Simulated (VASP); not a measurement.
# WC (Qusongite) (P-6m2) in VASP: a series of runs

The runs below take WC (Qusongite) through single point, relaxation of cell and atoms, with RPBE, PBE+D4, BLYP+D3(BJ).

All numbers are computed with VASP 6.6.1; they aren't measurements. Logs are shortened: lines on timing, memory, paths and dates and some standing lists are left out, and cuts for length are marked.

## Step 1: The cell of the first run

It takes space group P-6m2 (No. 187, hexagonal). The conventional cell has a = 2.907 Å, b = 2.907 Å, c = 2.837 Å, α = 90.00°, β = 90.00°, γ = 120.00°. Within 2.9 Å of W (site symmetry -6m2) lie 6 C at 2.20 Å and 2 W at 2.84 Å. C (site symmetry -6m2) has 6 W at 2.20 Å and 2 C at 2.84 Å within 2.9 Å.

## Step 2: Single point, RPBE

File INCAR:

```
SYSTEM = WC
  PREC = Accurate
  ENCUT = 520
  EDIFF = 1E-6
  ISMEAR = -1
  SIGMA = 0.05
  LREAL = .FALSE.
  LASPH = .TRUE.
  NELM = 100
  ALGO = Normal
  ISIF = 2
  LWAVE = .FALSE.
  LCHARG = .TRUE.
  GGA = RP
  LELF = .TRUE.
  LVHAR = .TRUE.
  NBANDS = 16
```

File KPOINTS:

```
regular mesh
0
G
  10 10 9
  0 0 0
```

File POSCAR:

```
WC
1.0
    2.9065000000      0.0000000000      0.0000000000
   -1.4532500000      2.5171028361      0.0000000000
    0.0000000000      0.0000000000      2.8366000000
W C
1 1
Direct
    0.0000000000      0.0000000000      0.0000000000
    0.6666666667      0.3333333333      0.5000000000
```

Potentials or basis: VASP PAW PBE potentials, release 64 (W_sv, C).

The run is started by

```
$ cat potpaw_PBE.64/W_sv/POTCAR potpaw_PBE.64/C/POTCAR > POTCAR
$ mpirun -np 1 vasp_std > vasp.out
```

OUTCAR:

```text
SYSTEM = WC
   PREC = Accurate
   ENCUT = 520
   EDIFF = 1E-6
   ISMEAR = -1
   LREAL = .FALSE.
   LASPH = .TRUE.
   NELM = 100
   ISIF = 2
   GGA = RP

 ion  position               nearest neighbor table
   1  0.000  0.000  0.000-   2 2.20   2 2.20   2 2.20   2 2.20   2 2.20   2 2.20
   2  0.667  0.333  0.500-   1 2.20   1 2.20   1 2.20   1 2.20   1 2.20   1 2.20

  LATTYP: Found a hexagonal cell.
 ALAT       =     2.9065000000
 C/A-ratio  =     0.9759504559

  Lattice vectors:

 A1 = (   2.9065000000,   0.0000000000,   0.0000000000)
 A2 = (  -1.4532500000,   2.5171028361,   0.0000000000)
 A3 = (   0.0000000000,   0.0000000000,   2.8366000000)

Analysis of symmetry for initial positions (statically):
=====================================================================
 Subroutine PRICEL returns:
 Original cell was already a primitive cell.

 Routine SETGRP: Setting up the symmetry group for a
 hexagonal supercell.

 Subroutine GETGRP returns: Found 12 space group operations
 (whereof 12 operations were pure point group operations)
 out of a pool of 24 trial point group operations.

The static configuration has the point symmetry D_3h.

Analysis of symmetry for dynamics (positions and initial velocities):
=====================================================================
 Subroutine PRICEL returns:
 Original cell was already a primitive cell.

 Routine SETGRP: Setting up the symmetry group for a
 hexagonal supercell.

 Subroutine GETGRP returns: Found 12 space group operations
 (whereof 12 operations were pure point group operations)
 out of a pool of 24 trial point group operations.

The dynamic configuration has the point symmetry D_3h.

 Subroutine INISYM returns: Found 12 space group operations
 (whereof 12 operations are pure point group operations),
 and found     1 'primitive' translations

----------------------------------------------------------------------------------------

                                     Primitive cell

  volume of cell :      20.7525

  direct lattice vectors                    reciprocal lattice vectors
     2.906500000  0.000000000  0.000000000     0.344056425  0.198641070  0.000000000
    -1.453250000  2.517102836  0.000000000     0.000000000  0.397282139  0.000000000
     0.000000000  0.000000000  2.836600000     0.000000000  0.000000000  0.352534725

  length of vectors
     2.906500000  2.906500000  2.836600000     0.397282139  0.397282139  0.352534725

  position of ions in fractional coordinates (direct lattice)
     0.000000000  0.000000000  0.000000000
     0.666666667  0.333333333  0.500000000

  ion indices of the primitive-cell ions
   primitive index   ion index
                 1           1
                 2           2

----------------------------------------------------------------------------------------

 KPOINTS: regular mesh

Automatic generation of k-mesh.
 Grid dimensions read from file:
 generate k-points for:   10   10    9

 Generating k-lattice:

  Cartesian coordinates                     Fractional coordinates (reciprocal lattice)
     0.034405643  0.019864107  0.000000000     0.100000000  0.000000000  0.000000000
     0.000000000  0.039728214  0.000000000     0.000000000  0.100000000  0.000000000
     0.000000000  0.000000000  0.039170525     0.000000000  0.000000000  0.111111111

  Length of vectors
     0.039728214  0.039728214  0.039170525

  Shift w.r.t. Gamma in fractional coordinates (k-lattice)
     0.000000000  0.000000000  0.000000000

 Subroutine IBZKPT returns following result:
 ===========================================

 Found     70 irreducible k-points:

 Following reciprocal coordinates:
            Coordinates               Weight
  0.000000  0.000000  0.000000      1.000000
  0.100000  0.000000  0.000000      6.000000
  0.200000  0.000000  0.000000      6.000000
  0.300000  0.000000  0.000000      6.000000
  0.400000  0.000000  0.000000      6.000000
  0.500000  0.000000  0.000000      3.000000
[... 16 lines left out ...]
  0.300000  0.100000  0.111111     24.000000
  0.400000  0.100000  0.111111     24.000000
 [... further k-points ...]
   k-points           NKPTS =     70   k-points in BZ     NKDIM =     70   number of bands    NBANDS=     16
   number of dos      NEDOS =    301   number of ions     NIONS =      2
   total plane-waves  NPLWV =  13824
   dimension x,y,z NGX =    24 NGY =   24 NGZ =   24
   dimension x,y,z NGXF=    48 NGYF=   48 NGZF=   48
   ions per type =               1   1
   NGX,Y,Z   is equivalent  to a cutoff of  13.73, 13.73, 14.07 a.u.
   NGXF,Y,Z  is equivalent  to a cutoff of  27.46, 27.46, 28.13 a.u.
 SYSTEM =  WC
   PREC   = accura    normal or accurate (medium, high low for compatibility)
   ISTART =      0    job   : 0-new  1-cont  2-samecut
   ICHARG =      2    charge: 1-file 2-atom 10-const
   ISPIN  =      1    spin polarized calculation?
   LNONCOLLINEAR =      F non collinear calculations
   LSORBIT =      F    spin-orbit coupling
   LASPH  =      T    aspherical Exc in radial PAW
   ENCUT  =  520.0 eV  38.22 Ry    6.18 a.u.   5.40  5.40  5.27*2*pi/ulx,y,z
   NELM   =    100;   NELMIN=  2; NELMDL= -5     # of ELM steps
   EDIFF  = 0.1E-05   stopping-criterion for ELM
   LREAL  =      F    real-space projection
   EDIFFG = 0.1E-04   stopping-criterion for IOM
   NSW    =      0    number of steps for IOM
   IBRION =     -1    ionic relax: 0-MD 1-quasi-New 2-CG
   NFREE  =      0    steps in history (QN), initial steepest desc. (CG)
   ISIF   =      2    stress and relaxation
   ISYM   =      2    0-nonsym 1-usesym 2-fastsym
   POTIM  = 0.5000    time-step for ionic-motion
   TEBEG  =    0.0;   TEEND  =   0.0 temperature during run
   PSTRESS=    0.0 pullay stress
   NELECT =      18.0000    total number of electrons
   NUPDOWN=      -1.0000    fix difference up-down
   EMIN   =  10.00;   EMAX   =-10.00  energy-range for DOS
[... 5 lines left out ...]
     AMIX     =   0.40;   BMIX     =  1.00
     AMIX_MAG =   1.60;   BMIX_MAG =  1.00
  volume/ion in A,a.u.               =      10.38        70.02
  Fermi-wavevector in a.u.,A,eV,Ry     =   1.561262  2.950358 33.164744  2.437540
  Thomas-Fermi vector in A             =   2.664353
   LORBIT       =      0    0 simple, 1 ext, 2 COOP (PROOUT), +10 PAW based schemes
   GGA     = RP    functional components
   LHFCALC =     F    Hartree Fock is set to
   AEXX    =    0.0000 exact exchange contribution
   IVDW    =     0    specifies the selected vdW correction
   LEPSILON=     F    determine dielectric tensor
   LRPA    =     F    only Hartree local field effects (RPA)
 non-spin polarized calculation
  energy-cutoff  :      520.00
  volume of cell :       20.75
 maximum number of plane-waves:       580
 NGX is ok and might be reduce to    24
   NGX = 11   NGY = 11   NGZ = 11

 number of electron      18.0000000 magnetization

 Free energy of the ion-electron system (eV)
  ---------------------------------------------------
  ext. energy  EPLUGINS =         0.00000000
  ---------------------------------------------------
  free energy    TOTEN  =       -21.39194591 eV

  energy without entropy =      -21.39006474  energy(sigma->0) =      -21.39100533

 E-fermi :  11.1731     XC(G=0): -13.7524

 val. band max:       11.0882951119   @ k =   0.0000   0.0000   0.3333
 cond. band min:      11.1908707504   @ k =   0.1000   0.0000   0.3333
 fundamental gap:      0.1025756385
 Fermi energy:        11.1730553681

 k-point     1 :       0.0000    0.0000    0.0000
  band No.  band energies     occupation
      1     -62.8600      2.00000
      2     -26.8379      2.00000
      3     -26.7334      2.00000
      4     -26.7334      2.00000
      5      -3.3293      2.00000
      6       6.8585      2.00000
[... 8 lines left out ...]
     15      25.5007      0.00000
     16      27.8824      0.00000

 k-point     2 :       0.1000    0.0000    0.0000
  band No.  band energies     occupation
      1     -62.8544      2.00000
      2     -26.8274      2.00000
      3     -26.8150      2.00000
      4     -26.7519      2.00000
      5      -3.0696      2.00000
      6       6.8896      2.00000
[... 8 lines left out ...]
     15      25.0614      0.00000
     16      28.4315      0.00000

 k-point     3 :       0.2000    0.0000    0.0000
  band No.  band energies     occupation
      1     -62.8399      2.00000
      2     -27.0240      2.00000
      3     -26.7999      2.00000
      4     -26.7998      2.00000
      5      -2.3555      2.00000
      6       6.1566      2.00000
[... 8 lines left out ...]
     15      24.8842      0.00000
     16      29.5930      0.00000

 k-point     4 :       0.3000    0.0000    0.0000
  band No.  band energies     occupation
      1     -62.8219      2.00000
      2     -27.2740      2.00000
      3     -26.8586      2.00000
      4     -26.7655      2.00000
      5      -1.3704      2.00000
      6       5.1653      2.00000
[... 8 lines left out ...]
     15      25.8202      0.00000
     16      28.4738      0.00000

 k-point     5 :       0.4000    0.0000    0.0000
  band No.  band energies     occupation
      1     -62.8074      2.00000
      2     -27.4699      2.00000
      3     -26.9056      2.00000
      4     -26.7376      2.00000
      5      -0.4228      2.00000
      6       4.4176      2.00000
[... 8 lines left out ...]
     15      25.1666      0.00000
     16      28.3519      0.00000

 k-point     6 :       0.5000    0.0000    0.0000
  band No.  band energies     occupation
      1     -62.8018      2.00000
      2     -27.5434      2.00000
      3     -26.9235      2.00000
      4     -26.7269      2.00000
      5       0.0054      2.00000
      6       4.1206      2.00000
[... 8 lines left out ...]
     15      24.0213      0.00000
     16      29.3128      0.00000

 k-point     7 :       0.1000    0.1000    0.0000
  band No.  band energies     occupation
      1     -62.8444      2.00000
      2     -26.9542      2.00000
      3     -26.8084      2.00000
      4     -26.7912      2.00000
      5      -2.5814      2.00000
      6       6.4415      2.00000
[... 8 lines left out ...]
     15      24.8570      0.00000
     16      29.1986      0.00000

 k-point     8 :       0.2000    0.1000    0.0000
  band No.  band energies     occupation
      1     -62.8282      2.00000
      2     -27.1691      2.00000
      3     -26.8590      2.00000
      4     -26.7774      2.00000
      5      -1.7210      2.00000
      6       5.5510      2.00000
[... 8 lines left out ...]
     15      25.3165      0.00000
     16      29.3007      0.00000

 k-point     9 :       0.3000    0.1000    0.0000
  band No.  band energies     occupation
      1     -62.8119      2.00000
      2     -27.3769      2.00000
      3     -26.9269      2.00000
      4     -26.7463      2.00000
      5      -0.7202      2.00000
      6       4.7477      2.00000
[... 8 lines left out ...]
     15      26.2817      0.00000
     16      27.6602      0.00000
[... 172 lines left out ...]
 k-point    19 :       0.4000    0.0000    0.1111
  band No.  band energies     occupation
      1     -62.8027      2.00000
      2     -27.4573      2.00000
      3     -26.8965      2.00000
      4     -26.8212      2.00000
      5      -0.3111      2.00000
      6       4.3881      2.00000
[... 8 lines left out ...]
     15      24.8024      0.00000
     16      28.2127      0.00000

 k-point    20 :       0.5000    0.0000    0.1111
  band No.  band energies     occupation
      1     -62.7972      2.00000
      2     -27.5303      2.00000
      3     -26.9143      2.00000
      4     -26.8098      2.00000
      5       0.0801      2.00000
      6       4.0441      2.00000
[... 8 lines left out ...]
     15      24.0773      0.00000
     16      29.0938      0.00000

 k-point    21 :       0.1000    0.1000    0.1111
  band No.  band energies     occupation
      1     -62.8397      2.00000
      2     -26.9470      2.00000
      3     -26.8950      2.00000
      4     -26.7829      2.00000
      5      -2.3179      2.00000
      6       6.5989      2.00000
[... 8 lines left out ...]
     15      24.6554      0.00000
     16      28.7867      0.00000

 k-point    22 :       0.2000    0.1000    0.1111
  band No.  band energies     occupation
      1     -62.8235      2.00000
      2     -27.1587      2.00000
      3     -26.8635      2.00000
      4     -26.8503      2.00000
      5      -1.5099      2.00000
      6       5.7069      2.00000
[... 8 lines left out ...]
     15      24.7938      0.00000
     16      28.8449      0.00000

 k-point    23 :       0.3000    0.1000    0.1111
  band No.  band energies     occupation
      1     -62.8073      2.00000
      2     -27.3650      2.00000
      3     -26.9177      2.00000
      4     -26.8304      2.00000
      5      -0.5867      2.00000
      6       4.8313      2.00000
[... 8 lines left out ...]
     15      25.4554      0.00000
     16      27.7815      0.00000

 k-point    24 :       0.4000    0.1000    0.1111
  band No.  band energies     occupation
      1     -62.7972      2.00000
      2     -27.4895      2.00000
      3     -26.9590      2.00000
      4     -26.8098      2.00000
      5       0.0928      2.00000
      6       4.2648      2.00000
[... 8 lines left out ...]
     15      24.5948      0.00000
     16      28.6349      0.00000

 [... further k-points ...]
[... 5 lines left out ...]
  --------------------------------------------------------------------------------------
  -------------------------------------------------------------------------------------
  Total        1.4360327      1.4360327      1.4280704      0.0000000      0.0000000     -0.0000000
  in kB      110.8678245    110.8678245    110.2530977      0.0000000      0.0000000     -0.0000000
  external PRESSURE =     110.6629156 kB  Pullay stress =       0.0000000 kB

 VOLUME and BASIS-vectors are now :
 -----------------------------------------------------------------------------
  energy-cutoff  :      520.00
  volume of cell :       20.75
      direct lattice vectors                 reciprocal lattice vectors
     2.906500000  0.000000000  0.000000000     0.344056425  0.198641070  0.000000000
    -1.453250000  2.517102836  0.000000000     0.000000000  0.397282139  0.000000000
     0.000000000  0.000000000  2.836600000     0.000000000  0.000000000  0.352534725

 POSITION                                       TOTAL-FORCE (eV/Angst)
 -----------------------------------------------------------------------------------
      0.00000      0.00000      0.00000        -0.000000      0.000000      0.000000
      1.45325      0.83903      1.41830         0.000000     -0.000000      0.000000
 -----------------------------------------------------------------------------------
    total drift:                                0.000000     -0.000000      0.000000

  FREE ENERGIE OF THE ION-ELECTRON SYSTEM (eV)
  ---------------------------------------------------
  free  energy   TOTEN  =       -21.3919459113 eV

  energy  without entropy=      -21.3900647442  energy(sigma->0) =      -21.39100533
```

It took 15 s on 1 thread of Intel Xeon Platinum 8488C (Sapphire Rapids), shared host; peak memory 0.15 GiB.

Results:

```yaml
Free_energy: -21.3919 eV
Pressure: 11.1 GPa
Band_gap_on_the_k_mesh: zero (band 9 reaches 11.83 eV, above the bottom of band 10 at 10.64 eV)
```

Levels at points of the mesh, in eV from the Fermi level:
```tsv
k point	band 5	band 6	band 7	band 8	band 9	band 10	band 11	band 12	band 13	band 14
(0.00, 0.00, 0.00)	-14.50	-4.31	-3.33	-3.33	0.08	3.24	3.24	5.64	5.64	6.36
(0.50, 0.00, 0.00)	-11.17	-7.05	-3.62	-3.57	-0.48	2.35	4.54	4.90	6.87	9.63
```

Caveat: the PAW data sets were made with another functional, which shifts forces and pressure a little; spin-orbit coupling is left out, which moves the levels of the heavy elements.

[end of part 1 of 3]
